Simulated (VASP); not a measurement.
# Ga (P6/mmm) in VASP: a series of runs

Ga is run at these levels: PBE; tasks: single point, relaxation of cell and atoms.

Program: VASP 6.6.1. These are calculated values, not measurements. Logs are shortened: lines on timing, memory, paths and dates and some standing lists are left out, and cuts for length are marked.

## Step 1: The cell of the first run

Symmetry: P6/mmm, No. 191, hexagonal system. Conventional cell: a = 4.313 Å, b = 4.313 Å, c = 2.533 Å, α = 90.00°, β = 90.00°, γ = 120.00°. Ga (site symmetry 6/mmm) has 14 Ga at 2.53 to 2.79 Å within 3.3 Å. Within 3.3 Å of Ga (site symmetry -6m2) lie 11 Ga at 2.49 to 2.79 Å.

## Step 2: Single point, PBE

Contents of INCAR:

```
PREC = Accurate ; ENCUT = 520
EDIFF = 1E-7 ; ISMEAR = -1
SIGMA = 0.1 ; LREAL = F
LASPH = T ; NELM = 100
ALGO = Normal ; ISIF = 2
LWAVE = F ; LCHARG = F
GGA = PE ; NBANDS = 26
```

Contents of KPOINTS:

```
Automatic mesh
0
Gamma
  9 9 12
```

Contents of POSCAR:

```
Ga
1.0
    4.3131842804      0.0000000000      0.0000000000
   -2.1565921402      3.7353271580      0.0000000000
    0.0000000000      0.0000000000      2.5327375001
Ga
3
Direct
    0.0000000000      0.0000000000      0.0000000000
    0.3333333333      0.6666666667      0.5000000000
    0.6666666667      0.3333333333      0.5000000000
```

Potentials or basis: VASP PAW PBE potentials, release 64 (Ga_d).

Started as:

```sh
$ cat potpaw_PBE.64/Ga_d/POTCAR > POTCAR
$ mpirun -np 1 vasp_std > vasp.out
```

OUTCAR:

```text
PREC = Accurate
   ENCUT = 520
   EDIFF = 1E-7
   ISMEAR = -1
   LREAL = F
   LASPH = T
   NELM = 100
   ISIF = 2
   GGA = PE

 ion  position               nearest neighbor table
   1  0.000  0.000  0.000-   2 2.79   3 2.79   2 2.79   3 2.79   2 2.79   2 2.79   3 2.79   3 2.79
                             3 2.79   3 2.79   2 2.79   2 2.79
   2  0.333  0.667  0.500-   3 2.49   3 2.49   3 2.49   1 2.79   1 2.79   1 2.79   1 2.79   1 2.79
                             1 2.79
   3  0.667  0.333  0.500-   2 2.49   2 2.49   2 2.49   1 2.79   1 2.79   1 2.79   1 2.79   1 2.79
                             1 2.79

  LATTYP: Found a hexagonal cell.
 ALAT       =     4.3131842804
 C/A-ratio  =     0.5872082748

  Lattice vectors:

 A1 = (   4.3131842804,   0.0000000000,   0.0000000000)
 A2 = (  -2.1565921402,   3.7353271580,   0.0000000000)
 A3 = (   0.0000000000,   0.0000000000,   2.5327375001)

Analysis of symmetry for initial positions (statically):
=====================================================================
 Subroutine PRICEL returns:
 Original cell was already a primitive cell.

 Routine SETGRP: Setting up the symmetry group for a
 hexagonal supercell.

 Subroutine GETGRP returns: Found 24 space group operations
 (whereof 24 operations were pure point group operations)
 out of a pool of 24 trial point group operations.

The static configuration has the point symmetry D_6h.

Analysis of symmetry for dynamics (positions and initial velocities):
=====================================================================
 Subroutine PRICEL returns:
 Original cell was already a primitive cell.

 Routine SETGRP: Setting up the symmetry group for a
 hexagonal supercell.

 Subroutine GETGRP returns: Found 24 space group operations
 (whereof 24 operations were pure point group operations)
 out of a pool of 24 trial point group operations.

The dynamic configuration has the point symmetry D_6h.

 Subroutine INISYM returns: Found 24 space group operations
 (whereof 24 operations are pure point group operations),
 and found     1 'primitive' translations

----------------------------------------------------------------------------------------

                                     Primitive cell

  volume of cell :      40.8053

  direct lattice vectors                    reciprocal lattice vectors
     4.313184280  0.000000000  0.000000000     0.231847270  0.133857084  0.000000000
[... 84 lines left out ...]
   LSORBIT =      F    spin-orbit coupling
   LASPH  =      T    aspherical Exc in radial PAW
   ENCUT  =  520.0 eV  38.22 Ry    6.18 a.u.   8.02  8.02  4.71*2*pi/ulx,y,z
   NELM   =    100;   NELMIN=  2; NELMDL= -5     # of ELM steps
   EDIFF  = 0.1E-06   stopping-criterion for ELM
   LREAL  =      F    real-space projection
   EDIFFG = 0.1E-05   stopping-criterion for IOM
   NSW    =      0    number of steps for IOM
   IBRION =     -1    ionic relax: 0-MD 1-quasi-New 2-CG
   NFREE  =      0    steps in history (QN), initial steepest desc. (CG)
   ISIF   =      2    stress and relaxation
   ISYM   =      2    0-nonsym 1-usesym 2-fastsym
   POTIM  = 0.5000    time-step for ionic-motion
   TEBEG  =    0.0;   TEEND  =   0.0 temperature during run
   PSTRESS=    0.0 pullay stress
   NELECT =      39.0000    total number of electrons
   NUPDOWN=      -1.0000    fix difference up-down
   EMIN   =  10.00;   EMAX   =-10.00  energy-range for DOS
   EFERMI =   0.00;   METHOD = LEGACY
   ISMEAR =    -1;   SIGMA  =   0.10  broadening in eV -4-tet -1-fermi 0-gaus
   EFERMI_NEDOS =   21; number of points for ismear=-14 and -15
   IALGO  =     38    algorithm
   IMIX   =      4    mixing-type and parameters
     AMIX     =   0.40;   BMIX     =  1.00
     AMIX_MAG =   1.60;   BMIX_MAG =  1.00
  volume/ion in A,a.u.               =      13.60        91.79
  Fermi-wavevector in a.u.,A,eV,Ry     =   1.612590  3.047354 35.381243  2.600448
  Thomas-Fermi vector in A             =   2.707796
   LORBIT       =      0    0 simple, 1 ext, 2 COOP (PROOUT), +10 PAW based schemes
   GGA     = PE    functional components
   LHFCALC =     F    Hartree Fock is set to
   AEXX    =    0.0000 exact exchange contribution
   IVDW    =     0    specifies the selected vdW correction
   LEPSILON=     F    determine dielectric tensor
   LRPA    =     F    only Hartree local field effects (RPA)
 non-spin polarized calculation
  energy-cutoff  :      520.00
  volume of cell :       40.81
 maximum number of plane-waves:      1125
   NGX = 17   NGY = 17   NGZ =  9

 number of electron      39.0000014 magnetization

 Free energy of the ion-electron system (eV)
  ---------------------------------------------------
  ext. energy  EPLUGINS =         0.00000000
  ---------------------------------------------------
  free energy    TOTEN  =        -7.13922159 eV

  energy without entropy =       -7.10914927  energy(sigma->0) =       -7.12418543

 E-fermi :   9.1525     XC(G=0): -12.7513

 val. band max:        9.1376095810   @ k =   0.4444  -0.0000   0.5000
 cond. band min:       9.1600154590   @ k =   0.1111  -0.0000   0.2500
 fundamental gap:      0.0224058780
 Fermi energy:         9.1525415469

 k-point     1 :       0.0000    0.0000    0.0000
  band No.  band energies     occupation
      1      -6.7498      2.00000
      2      -6.4383      2.00000
      3      -6.4032      2.00000
      4      -6.2799      2.00000
      5      -6.2799      2.00000
      6      -6.1781      2.00000
[... 685 lines left out ...]
     25      19.8065      0.00000
     26      20.1550      0.00000

 [... further k-points ...]

------------------------ aborting loop because EDIFF is reached ----------------------------------------

  FORCE on cell =-STRESS in cart. coord.  units (eV):
  Direction    XX          YY          ZZ          XY          YZ          ZX
  --------------------------------------------------------------------------------------
  -------------------------------------------------------------------------------------
  Total        9.9838656      9.9838656      9.9953722      0.0000000     -0.0000000      0.0000000
  in kB      392.0057801    392.0057801    392.4575728      0.0000000     -0.0000000      0.0000000
  external PRESSURE =     392.1563777 kB  Pullay stress =       0.0000000 kB

 VOLUME and BASIS-vectors are now :
 -----------------------------------------------------------------------------
  energy-cutoff  :      520.00
  volume of cell :       40.81
      direct lattice vectors                 reciprocal lattice vectors
     4.313184280  0.000000000  0.000000000     0.231847270  0.133857084  0.000000000
    -2.156592140  3.735327158  0.000000000     0.000000000  0.267714167  0.000000000
     0.000000000  0.000000000  2.532737500     0.000000000  0.000000000  0.394829705

 POSITION                                       TOTAL-FORCE (eV/Angst)
 -----------------------------------------------------------------------------------
      0.00000      0.00000      0.00000         0.000000      0.000000      0.000000
     -0.00000      2.49022      1.26637         0.000000      0.000000     -0.000000
      2.15659      1.24511      1.26637        -0.000000     -0.000000      0.000000
 -----------------------------------------------------------------------------------
    total drift:                               -0.000000      0.000000      0.000000

  FREE ENERGIE OF THE ION-ELECTRON SYSTEM (eV)
  ---------------------------------------------------
  free  energy   TOTEN  =        -7.1392215940 eV

  energy  without entropy=       -7.1091492711  energy(sigma->0) =       -7.12418543
```

OSZICAR:

```text
N       E                     dE             d eps       ncg     rms          rms(c)
DAV:   1     0.205760525839E+03    0.20576E+03   -0.19329E+04  5018   0.308E+03
DAV:   2     0.115813840323E+02   -0.19418E+03   -0.19027E+03  4536   0.436E+02
DAV:   3    -0.691710262897E+01   -0.18498E+02   -0.18327E+02  4858   0.120E+02
DAV:   4    -0.727857059828E+01   -0.36147E+00   -0.36071E+00  5328   0.188E+01
DAV:   5    -0.728488550561E+01   -0.63149E-02   -0.63139E-02  5518   0.249E+00    0.226E+00
DAV:   6    -0.717331159356E+01    0.11157E+00   -0.18326E-01  5904   0.891E+00    0.111E+00
DAV:   7    -0.714289596252E+01    0.30416E-01   -0.64995E-02  6556   0.368E+00    0.232E-01
DAV:   8    -0.713916925793E+01    0.37267E-02   -0.65323E-03  5328   0.205E+00    0.497E-02
DAV:   9    -0.713921381480E+01   -0.44557E-04   -0.20577E-03  5246   0.904E-01    0.280E-02
DAV:  10    -0.713922412769E+01   -0.10313E-04   -0.29329E-04  5308   0.643E-01    0.101E-02
DAV:  11    -0.713922001883E+01    0.41089E-05   -0.71829E-05  6848   0.219E-01    0.292E-03
DAV:  12    -0.713922255757E+01   -0.25387E-05   -0.17314E-05  6064   0.128E-01    0.389E-03
DAV:  13    -0.713922149199E+01    0.10656E-05   -0.94484E-06  5288   0.871E-02    0.758E-04
DAV:  14    -0.713922153291E+01   -0.40922E-07   -0.15347E-06  5146   0.265E-02    0.561E-04
DAV:  15    -0.713922159401E+01   -0.61102E-07   -0.37650E-07  4082   0.178E-02
   1 F= -.71392216E+01 E0= -.71241854E+01  d E =-.300723E-01
```

Wall time 67 s (1 thread of Intel Xeon Platinum 8488C (Sapphire Rapids), shared host); peak memory 0.19 GiB.

What came out:

- Free energy: -7.1392 eV
- Pressure: 39.2 GPa

Levels at points of the mesh, in eV from the Fermi level:
```tsv
k point	band 15	band 16	band 17	band 18	band 19	band 20	band 21	band 22	band 23	band 24
(0.00, 0.00, 0.00)	-14.93	-13.97	-2.74	-2.57	-2.44	-2.44	-2.37	-2.37	8.57	12.68
(0.00, 0.00, 0.50)	-14.78	-7.88	-7.37	1.58	1.76	1.76	2.06	3.30	3.30	3.44
```

## Step 3: Relaxation of cell and atoms, PBE, target pressure 39 GPa, at which the enthalpy is minimised

This run uses another cell than the first one: it holds 1 atom, not 3.

Contents of INCAR:

```
  ALGO = Normal
  EDIFF = 1E-7
  EDIFFG = -0.005
  ENCUT = 600
  GGA = PE
  IBRION = 2
  ISIF = 3
  ISMEAR = -1
  LASPH = True
  LCHARG = False
  LREAL = False
  LWAVE = False
  NELM = 80
  NSW = 60
  PREC = Accurate
  PSTRESS = 390.0
  SIGMA = 0.1
```

Contents of KPOINTS:

```
k-points
0
Gamma
  17 17 16
```

Contents of POSCAR:

```
Ga
1.0
    2.5708535364      0.0000000000      0.0000000000
   -1.2854267682      2.2264244719      0.0000000000
    0.0000000000      0.0000000000      2.4166023242
Ga
1
Direct
    0.0000000000      0.0000000000      0.0000000000
```

Potentials or basis: VASP PAW PBE potentials, release 64 (Ga_d).

Started as:

```sh
$ cat potpaw_PBE.64/Ga_d/POTCAR > POTCAR
$ mpirun -np 1 vasp_std > vasp.out
```

Wall time 1.8 min (1 thread of Intel Xeon Platinum 8488C (Sapphire Rapids), shared host); peak memory 0.18 GiB.

The run converged. Its results:

```
Free energy                                            : -2.3862 eV
Relaxed volume                                         : 13.83 Å³/atom
Relaxed cell                                           : a = 2.550 Å, b = 2.550 Å, c = 2.455 Å, α = 90.00°, β = 90.00°, γ = 120.00°
Space group after relaxing (to 0.05 Å)                 : P6/mmm (No. 191)
Energy change on relaxing (the enthalpy is what falls) : -3.8 meV/atom
Ionic steps                                            : 9
Pressure after relaxing                                : 39.0 GPa
```

Stress tensor (GPa, compression positive):
```
39.02  0.00  0.00
 0.00 39.02  0.00
 0.00  0.00 38.94
```

Step by step:
| step | energy change (eV) | largest force (eV/Å) | pressure (GPa) | volume (Å³) |
| --- | --- | --- | --- | --- |
| 1 | 0.0000 | 0.0000 | 39.12 | 13.83 |
| 2 | -0.0086 | 0.0000 | 38.59 | 13.85 |
| 3 | -0.0084 | 0.0000 | 38.71 | 13.85 |
| 4 | -0.0085 | 0.0000 | 38.70 | 13.85 |
| 5 | 0.0033 | 0.0000 | 39.47 | 13.80 |
| 6 | -0.0031 | 0.0000 | 38.98 | 13.82 |
| 7 | -0.0029 | 0.0000 | 39.11 | 13.82 |
| 8 | -0.0067 | 0.0000 | 38.79 | 13.84 |
| 9 | -0.0038 | 0.0000 | 38.99 | 13.83 |

Final structure:
```xyz
1
Lattice="2.5499 0.0000 0.0000 -1.2750 2.2083 0.0000 0.0000 0.0000 2.4553" Properties=species:S:1:pos:R:3 pbc="T T T"
Ga    0.0000    0.0000    0.0000
```

Levels at points of the mesh, in eV from the Fermi level:
| k point | band 5 | band 6 | band 7 | band 8 | band 9 | band 10 |
| --- | --- | --- | --- | --- | --- | --- |
| (0.00, 0.00, 0.00) | -14.78 | -13.59 | 10.55 | 14.15 | 15.57 | 15.57 |
| (0.00, 0.00, 0.50) | -15.05 | -7.31 | -6.28 | 21.05 | 21.05 | 22.35 |

Caveat: the cell is relaxed towards a set pressure, so the enthalpy falls and the energy may rise.

(Part 1 of 2 ends here.)
